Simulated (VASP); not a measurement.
# Ca2Al2O (P4/mmm) in VASP: a series of runs, part 2 of 2

VASP 6.6.1. Earlier steps stand in the parts before.

## 3. Single point, PBE

This run uses another cell than the first one, of 27.37 Å³/atom.

The input, INCAR:

```
SYSTEM = Ca2Al2O
PREC = Accurate
ENCUT = 520
EDIFF = 1E-6
ISMEAR = 0
SIGMA = 0.1
LREAL = .False.
LASPH = .True.
NELM = 60
ALGO = Normal
ISIF = 2
LWAVE = .False.
LCHARG = .False.
GGA = PE
NBANDS = 24
```

The input, KPOINTS:

```
Automatic mesh
0
Gamma
  4 4 4
  0 0 0
```

The input, POSCAR:

```
Ca2Al2O
1.0
    4.4001661226      0.0000000000      0.0000000000
    0.0000000000      4.4001661226      0.0000000000
    0.0000000000      0.0000000000      7.0678114180
Ca Al O
2 2 1
Direct
    0.0000000000      0.5000000000      0.5000000000
    0.5000000000      0.0000000000      0.5000000000
    0.5000000000      0.5000000000      0.1701205954
    0.5000000000      0.5000000000      0.8298794046
    0.0000000000      0.0000000000      0.0000000000
```

Potentials or basis: VASP PAW PBE potentials, release 64 (Ca_sv, Al, O).

Launch:

```
> cat potpaw_PBE.64/Ca_sv/POTCAR potpaw_PBE.64/Al/POTCAR potpaw_PBE.64/O/POTCAR > POTCAR
> mpirun -np 1 vasp_std > vasp.out
```

OUTCAR:

```text
SYSTEM = Ca2Al2O
   PREC = Accurate
   ENCUT = 520
   EDIFF = 1E-6
   ISMEAR = 0
   LREAL = .False.
   LASPH = .True.
   NELM = 60
   ISIF = 2
   GGA = PE

 ion  position               nearest neighbor table
   1  0.000  0.500  0.500-   2 3.11   2 3.11   2 3.11   2 3.11   4 3.21   3 3.21   4 3.21   3 3.21

   2  0.500  0.000  0.500-   1 3.11   1 3.11   1 3.11   1 3.11   3 3.21   4 3.21   4 3.21   3 3.21

   3  0.500  0.500  0.170-   4 2.40   2 3.21   1 3.21   2 3.21   1 3.21
   4  0.500  0.500  0.830-   3 2.40   2 3.21   1 3.21   2 3.21   1 3.21
   5  0.000  0.000  0.000-
[... 683 lines left out ...]
  -------------------------------------------------------------------------------------
  Total       -0.0892525     -0.0892525      0.1836093      0.0000000      0.0000000      0.0000000
  in kB       -1.0449792     -1.0449792      2.1497212      0.0000000      0.0000000      0.0000000
  external PRESSURE =       0.0199210 kB  Pullay stress =       0.0000000 kB

 VOLUME and BASIS-vectors are now :
 -----------------------------------------------------------------------------
  energy-cutoff  :      520.00
  volume of cell :      136.84
      direct lattice vectors                 reciprocal lattice vectors
     4.400166123  0.000000000  0.000000000     0.227264147  0.000000000  0.000000000
     0.000000000  4.400166123  0.000000000     0.000000000  0.227264147  0.000000000
     0.000000000  0.000000000  7.067811418     0.000000000  0.000000000  0.141486514

 POSITION                                       TOTAL-FORCE (eV/Angst)
 -----------------------------------------------------------------------------------
      0.00000      2.20008      3.53391         0.000000     -0.000000      0.000000
      2.20008      0.00000      3.53391         0.000000     -0.000000      0.000000
      2.20008      2.20008      1.20238         0.000000      0.000000     -0.027759
      2.20008      2.20008      5.86543         0.000000      0.000000      0.027759
      0.00000      0.00000      0.00000         0.000000     -0.000000      0.000000
 -----------------------------------------------------------------------------------
    total drift:                                0.000000     -0.000000      0.000000

  FREE ENERGIE OF THE ION-ELECTRON SYSTEM (eV)
  ---------------------------------------------------
  free  energy   TOTEN  =       -13.0792792104 eV

  energy  without entropy=      -13.0669845591  energy(sigma->0) =      -13.07313188
```

OSZICAR:

```text
N       E                     dE             d eps       ncg     rms          rms(c)
DAV:   1     0.229496450924E+03    0.22950E+03   -0.14206E+04   864   0.117E+03
DAV:   2     0.456086678374E+01   -0.22494E+03   -0.21442E+03   992   0.310E+02
DAV:   3    -0.144903952586E+02   -0.19051E+02   -0.18048E+02  1568   0.651E+01
DAV:   4    -0.157106228177E+02   -0.12202E+01   -0.12084E+01  1216   0.160E+01
DAV:   5    -0.157711605714E+02   -0.60538E-01   -0.60531E-01  1376   0.303E+00    0.106E+01
DAV:   6    -0.198486721214E+02   -0.40775E+01   -0.29176E+01  1040   0.201E+01    0.260E+01
DAV:   7    -0.134809358340E+02    0.63677E+01   -0.13777E+01   992   0.979E+00    0.428E+00
DAV:   8    -0.132412111531E+02    0.23972E+00   -0.10674E+00   944   0.424E+00    0.273E+00
DAV:   9    -0.131007571322E+02    0.14045E+00   -0.36058E-01  1232   0.287E+00    0.161E+00
DAV:  10    -0.130820533708E+02    0.18704E-01   -0.57972E-02  1328   0.103E+00    0.546E-01
DAV:  11    -0.130852383352E+02   -0.31850E-02   -0.87479E-03  1096   0.508E-01    0.824E-01
DAV:  12    -0.130799257056E+02    0.53126E-02   -0.26887E-02  1048   0.678E-01    0.289E-01
DAV:  13    -0.130793787216E+02    0.54698E-03   -0.12265E-03  1096   0.180E-01    0.124E-01
DAV:  14    -0.130792793901E+02    0.99332E-04   -0.86621E-04  1000   0.113E-01    0.216E-02
DAV:  15    -0.130792789581E+02    0.43197E-06   -0.34489E-05   968   0.283E-02    0.491E-03
DAV:  16    -0.130792792104E+02   -0.25229E-06   -0.22973E-06   928   0.878E-03
   1 F= -.13079279E+02 E0= -.13073132E+02  d E =-.122947E-01
```

stdout:

```text
POSCAR found type information on POSCAR CaAlO
 POSCAR found :  3 types and       5 ions
 scaLAPACK will be used
 LDA part: xc-table for (Slater+PW92), standard interpolation
 POSCAR, INCAR and KPOINTS ok, starting setup
 FFT: planning ... GRIDC
 FFT: planning ... GRID_SOFT
 FFT: planning ... GRID
 WAVECAR not read
 entering main loop
```

Wall time 63 s (1 thread of Intel Xeon Platinum 8259CL at 2.50GHz (Skylake/Cascade Lake), shared host); peak memory 0.27 GiB.

What came out:

```
Free energy            : -13.0793 eV
Pressure               : 0.0 GPa
Largest force          : 0.028 eV/Å
Band gap on the k mesh : zero (bands 16 and 17 overlap by 0.60 eV)
```

Forces on the atoms (eV/Å):
```
Ca   0.000  0.000  0.000
Ca   0.000  0.000  0.000
Al   0.000  0.000 -0.028
Al   0.000  0.000  0.028
O    0.000  0.000  0.000
```

## 4. Relaxation of cell and atoms, PBE

The input, INCAR:

```
SYSTEM = Ca2Al2O
PREC     = Accurate       ! precision mode
ENCUT    = 600            ! plane-wave cutoff, eV
EDIFF    = 1E-6           ! SCF threshold, eV
ISMEAR   = 0              ! smearing method
SIGMA    = 0.1            ! smearing width, eV
LREAL    = .False.        ! projectors in reciprocal space
LASPH    = .True.         ! aspherical terms in the spheres
NELM     = 80             ! most SCF steps
ALGO     = Normal         ! electronic algorithm
ISIF     = 3              ! what is computed and relaxed
LWAVE    = .False.        ! write WAVECAR
LCHARG   = .False.        ! write CHGCAR
GGA      = PE             ! functional
IBRION   = 2              ! ionic algorithm
NSW      = 90             ! ionic steps
EDIFFG   = -0.04          ! ionic threshold
```

KPOINTS is that of step 3.

The input, POSCAR:

```
Ca2Al2O
1.0
    4.2097461500      0.0000000000      0.0000000000
    0.0000000000      4.2097461500      0.0000000000
    0.0000000000      0.0000000000      5.6705982400
Ca Al O
2 2 1
Direct
    0.0000000000      0.5000000000      0.5000000000
    0.5000000000      0.0000000000      0.5000000000
    0.5000000000      0.5000000000      0.1990660400
    0.5000000000      0.5000000000      0.8009339600
    0.0000000000      0.0000000000      0.0000000000
```

Launch:

```
> cat potpaw_PBE.64/Ca_sv/POTCAR potpaw_PBE.64/Al/POTCAR potpaw_PBE.64/O/POTCAR > POTCAR
> mpirun -np 1 vasp_std > vasp.out
```

Wall time 5.8 min (1 thread of Intel Xeon Platinum 8259CL at 2.50GHz (Skylake/Cascade Lake), shared host); peak memory 0.27 GiB.

The run converged. Its results:

| Quantity | Value |
| --- | --- |
| Free energy | -13.0539 eV |
| Relaxed volume | 27.20 Å³/atom |
| Relaxed cell | a = 4.381 Å, b = 4.381 Å, c = 7.086 Å, α = 90.00°, β = 90.00°, γ = 90.00° |
| Space group after relaxing (to 0.1 Å) | P4/mmm (No. 123) |
| Energy gained by relaxing | 420.4 meV/atom |
| Ionic steps | 11 |
| Pressure after relaxing | -0.1 GPa |
| Largest force after relaxing | 0.038 eV/Å |
| Band gap on the k mesh | zero (bands 16 and 17 overlap by 0.59 eV) |

Forces in eV/Å, atoms in the order of the input:
```
Ca   0.000  0.000  0.000
Ca   0.000  0.000  0.000
Al   0.000  0.000  0.038
Al   0.000  0.000 -0.038
O    0.000  0.000  0.000
```

The path:
| step | energy change (eV) | largest force (eV/Å) | pressure (GPa) | volume (Å³) |
| --- | --- | --- | --- | --- |
| 1 | 0.0000 | 1.3961 | 17.72 | 100.49 |
| 2 | -1.9578 | 0.2330 | 1.62 | 136.39 |
| 3 | -1.9983 | 0.0648 | -0.56 | 147.39 |
| 4 | -2.0026 | 0.0964 | -0.12 | 144.83 |
| 5 | -2.0021 | 0.1096 | 0.07 | 143.84 |
| 6 | -2.0069 | 0.1304 | 0.03 | 143.56 |
| 7 | -2.0247 | 0.1726 | -0.04 | 142.71 |
| 8 | -2.0628 | 0.1646 | -0.13 | 140.88 |
| 9 | -2.1013 | 0.0387 | -0.23 | 136.80 |
| 10 | -2.0839 | 0.5072 | 0.88 | 131.94 |
| 11 | -2.1019 | 0.0375 | -0.06 | 136.02 |

Final structure:
```cif
data_structure
_symmetry_space_group_name_H-M 'P 1'
_symmetry_Int_Tables_number 1
_cell_length_a 4.3813
_cell_length_b 4.3813
_cell_length_c 7.0858
_cell_angle_alpha 90.000
_cell_angle_beta 90.000
_cell_angle_gamma 90.000
_cell_volume 136.02
loop_
_atom_site_label
_atom_site_type_symbol
_atom_site_fract_x
_atom_site_fract_y
_atom_site_fract_z
_atom_site_occupancy
Ca1 Ca 0.00000 0.50000 0.50000 1
Ca2 Ca 0.50000 0.00000 0.50000 1
Al1 Al 0.50000 0.50000 0.16920 1
Al2 Al 0.50000 0.50000 0.83080 1
O1 O 0.00000 0.00000 0.00000 1
```

Levels at points of the mesh, in eV from the Fermi level:
| k point | band 14 | band 15 | band 16 | band 17 | band 18 | band 19 |
| --- | --- | --- | --- | --- | --- | --- |
| (0.00, 0.00, 0.00) | -1.08 | -0.77 | -0.51 | 0.96 | 0.96 | 1.04 |
| (0.50, 0.00, 0.00) | -1.53 | -0.83 | -0.22 | 0.83 | 1.09 | 1.54 |
| (0.50, 0.50, 0.00) | -1.20 | -0.62 | 0.05 | 0.05 | 1.33 | 1.43 |
| (0.00, 0.00, 0.50) | -1.14 | -0.72 | -0.06 | 0.67 | 1.01 | 1.01 |
| (0.50, 0.00, 0.50) | -0.83 | -0.62 | 0.00 | 0.08 | 1.27 | 1.47 |
| (0.50, 0.50, 0.50) | -1.13 | -0.70 | -0.54 | -0.54 | 0.74 | 1.54 |

Caveat: the k points lie up to 0.36 Å⁻¹ apart in the final cell, too coarse for converged energies and pressures of a metal; the volume moved by over 15 % at a fixed basis, so the end points are rough.

## 5. Single point, PBE

This run uses another cell than the first one, of 27.26 Å³/atom.

The input, INCAR:

```
PREC = Accurate
ENCUT = 520
EDIFF = 1E-6
ISMEAR = 0
SIGMA = 0.1
LREAL = False
LASPH = True
NELM = 80
ALGO = Normal
ISIF = 2
LWAVE = False
LCHARG = True
GGA = PE
LELF = True
LVHAR = True
NBANDS = 24
```

The input, KPOINTS:

```
Automatic mesh
0
Gamma
  8 8 6
```

The input, POSCAR:

```
Ca2Al2O
1.0
    4.3783428174      0.0000000000      0.0000000000
    0.0000000000      4.3783428174      0.0000000000
    0.0000000000      0.0000000000      7.1101137223
Ca Al O
2 2 1
Direct
    0.0000000000      0.5000000000      0.5000000000
    0.5000000000      0.0000000000      0.5000000000
    0.5000000000      0.5000000000      0.1692602721
    0.5000000000      0.5000000000      0.8307397279
    0.0000000000      0.0000000000      0.0000000000
```

Launch:

```
> cat potpaw_PBE.64/Ca_sv/POTCAR potpaw_PBE.64/Al/POTCAR potpaw_PBE.64/O/POTCAR > POTCAR
> mpirun -np 1 vasp_std > vasp.out
```

It took 3.3 min on 1 thread of Intel Xeon Platinum 8259CL at 2.50GHz (Skylake/Cascade Lake), shared host; peak memory 0.37 GiB.

Results (log left out):

```yaml
Free_energy: -13.0735 eV
Pressure: 0.0 GPa
Largest_force: 0.016 eV/Å
Band_gap_on_the_k_mesh: zero (bands 16 and 17 overlap by 0.65 eV)
```

Forces on the atoms (eV/Å):
```
Ca   0.000  0.000  0.000
Ca   0.000  0.000  0.000
Al   0.000  0.000 -0.016
Al   0.000  0.000  0.016
O    0.000  0.000  0.000
```

Levels at points of the mesh, in eV from the Fermi level:
```csv
k point,band 12,band 13,band 14,band 15,band 16,band 17,band 18,band 19,band 20,band 21
"(0.00, 0.00, 0.00)",-2.62,-1.06,-1.06,-0.79,-0.52,0.96,0.96,1.02,1.51,2.42
"(0.50, 0.00, 0.00)",-1.86,-1.53,-1.53,-0.81,-0.21,0.82,1.08,1.55,1.74,2.39
"(0.50, 0.50, 0.00)",-2.16,-2.16,-1.19,-0.62,0.05,0.05,1.23,1.32,1.43,1.43
"(0.00, 0.00, 0.50)",-1.24,-1.12,-1.12,-0.75,-0.08,0.65,1.02,1.02,1.02,2.90
"(0.50, 0.00, 0.50)",-1.96,-0.87,-0.82,-0.61,-0.01,0.09,1.29,1.33,1.46,1.90
"(0.50, 0.50, 0.50)",-1.93,-1.93,-1.12,-0.71,-0.54,-0.54,0.73,1.54,1.54,1.76
```

## 6. Relaxation of cell and atoms, PBE

This run uses another cell than the first one, of 27.37 Å³/atom.

The input, INCAR:

```
SYSTEM = Ca2Al2O
PREC = Accurate ; ENCUT = 600
EDIFF = 1E-6 ; ISMEAR = 0
SIGMA = 0.1 ; LREAL = .False.
LASPH = .True. ; NELM = 60
ALGO = Normal ; ISIF = 3
LWAVE = .False. ; LCHARG = .False.
GGA = PE ; IBRION = 2
NSW = 100 ; EDIFFG = -0.01
```

The input, KPOINTS:

```
regular mesh
0
Gamma
  8 8 6
  0 0 0
```

The input, POSCAR:

```
Ca2Al2O
1.0
    4.4001661226      0.0000000000      0.0000000000
    0.0000000000      4.4001661226      0.0000000000
    0.0000000000      0.0000000000      7.0678114180
Ca Al O
2 2 1
Direct
    0.0000000000      0.5000000000      0.5000000000
    0.5000000000      0.0000000000      0.5000000000
    0.5000000000      0.5000000000      0.1701205954
    0.5000000000      0.5000000000      0.8298794046
    0.0000000000      0.0000000000      0.0000000000
```

Potentials or basis: VASP PAW PBE potentials, release 64 (Ca_sv, Al, O).

Launch:

```
> cat potpaw_PBE.64/Ca_sv/POTCAR potpaw_PBE.64/Al/POTCAR potpaw_PBE.64/O/POTCAR > POTCAR
> mpirun -np 1 vasp_std > vasp.out
```

Run time: 9 min. Hardware: 1 thread of Intel Xeon Platinum 8259CL at 2.50GHz (Skylake/Cascade Lake), shared host; peak memory 0.41 GiB.

Results (log left out):

| Property | Result |
| --- | --- |
| Free energy | -13.0743 eV |
| Relaxed volume | 27.32 Å³/atom |
| Relaxed cell | a = 4.384 Å, b = 4.384 Å, c = 7.109 Å, α = 90.00°, β = 90.00°, γ = 90.00° |
| Space group after relaxing (to 0.1 Å) | P4/mmm (No. 123) |
| Energy gained by relaxing | 0.1 meV/atom |
| Ionic steps | 6 |
| Pressure after relaxing | 0.0 GPa |
| Largest force after relaxing | 0.008 eV/Å |
| Band gap on the k mesh | zero (bands 16 and 17 overlap by 0.65 eV) |

Forces in eV/Å, atoms in the order of the input:
```
Ca   0.000  0.000  0.000
Ca   0.000  0.000  0.000
Al   0.000  0.000  0.008
Al   0.000  0.000 -0.008
O    0.000  0.000  0.000
```

Step by step:
```csv
step,energy change (eV),largest force (eV/Å),pressure (GPa),volume (Å³)
1,0.0000,0.0056,0.03,136.84
2,-0.0002,0.0296,-0.02,136.96
3,-0.0003,0.0471,-0.06,137.05
4,-0.0004,0.0311,-0.07,136.99
5,-0.0006,0.0170,-0.06,136.82
6,-0.0007,0.0080,-0.03,136.61
```

Final structure:
```
Ca Al O
1.0
     4.38375    0.00000    0.00000
     0.00000    4.38375    0.00000
     0.00000    0.00000    7.10860
Ca Al O
2 2 1
Direct
  0.00000 0.50000 0.50000
  0.50000 0.00000 0.50000
  0.50000 0.50000 0.16920
  0.50000 0.50000 0.83080
  0.00000 0.00000 0.00000
```

Levels at points of the mesh, in eV from the Fermi level:
| k point | band 13 | band 14 | band 15 | band 16 | band 17 | band 18 | band 19 | band 20 |
| --- | --- | --- | --- | --- | --- | --- | --- | --- |
| (0.00, 0.00, 0.00) | -1.06 | -1.06 | -0.78 | -0.51 | 0.96 | 0.96 | 1.02 | 1.52 |
| (0.50, 0.00, 0.00) | -1.53 | -1.52 | -0.81 | -0.21 | 0.82 | 1.08 | 1.55 | 1.73 |
| (0.50, 0.50, 0.00) | -2.15 | -1.19 | -0.62 | 0.05 | 0.05 | 1.23 | 1.32 | 1.43 |
| (0.00, 0.00, 0.50) | -1.12 | -1.12 | -0.74 | -0.07 | 0.65 | 1.02 | 1.02 | 1.02 |
| (0.50, 0.00, 0.50) | -0.86 | -0.81 | -0.61 | -0.01 | 0.08 | 1.29 | 1.34 | 1.47 |
| (0.50, 0.50, 0.50) | -1.93 | -1.12 | -0.71 | -0.54 | -0.54 | 0.74 | 1.54 | 1.54 |

## 7. The runs side by side

```tsv
task	cell	k mesh	cutoff (eV)	gap on the mesh (eV)	pressure (GPa)	relaxed volume (Å³/atom)	largest force (eV/Å)
single point	a = 4.210, b = 4.210, c = 5.671 Å, 5 atoms, atomic positions A	4 × 4 × 4	520	none	17.7	-	1.40
single point	a = 4.400, b = 4.400, c = 7.068 Å, 5 atoms, atomic positions B	4 × 4 × 4	520	none	0.0	-	0.03
relaxation of cell and atoms	relaxed from a = 4.210, b = 4.210, c = 5.671 Å, 5 atoms, atomic positions A	4 × 4 × 4	600	none	-0.1	27.20	0.04
single point	a = 4.378, b = 4.378, c = 7.110 Å, 5 atoms, atomic positions C	8 × 8 × 6	520	none	0.0	-	0.02
relaxation of cell and atoms	relaxed from a = 4.400, b = 4.400, c = 7.068 Å, 5 atoms, atomic positions B	8 × 8 × 6	600	none	0.0	27.32	0.01
```

Alike in all rows: level PBE; potentials or basis VASP PAW PBE potentials, release 64 (Ca_sv, Al, O); no spin polarisation; smearing gaussian 0.1 eV.

Caveats: some runs use coarse meshes; forces of over 1 eV/Å act on the atoms, so gaps and moduli don't describe the material at rest (at least some runs); the volume moved by over 15 % at a fixed basis, so the end points are rough (at least some runs).

Absolute energies hang on the potentials; compare differences alone.
